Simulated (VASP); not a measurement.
Crystal: TiSi.

```xyz
2
Lattice="1.8162 -2.1176 0.0000 1.8162 2.1176 0.0000 0.0000 0.0000 3.8039" Properties=species:S:1:pos:R:3 pbc="T T T"
Ti    1.8162    0.0000    0.0000
Si    0.0000    0.0000    1.9020
```

Base run:

| Quantity | Value |
| --- | --- |
| Program | VASP 6.6.1 |
| Functional | r2SCAN |
| Potentials or basis | VASP PAW PBE potentials, release 64 (Ti_sv, Si) |
| Cutoff | 520 eV |
| k mesh | 10 × 10 × 8 |
| Occupations | gaussian, width 0.1 eV |
| Spin | no spin polarisation |

Its results: pressure -1.5 GPa.

Q: The run is repeated on the same cell with these changes: k mesh from 10 × 10 × 8 to 1 × 1 × 1. What comes out?

A: Pressure -13.3 GPa.

Caveats: some runs use coarse meshes; the PAW data sets were made with another functional, which shifts forces and pressure a little.
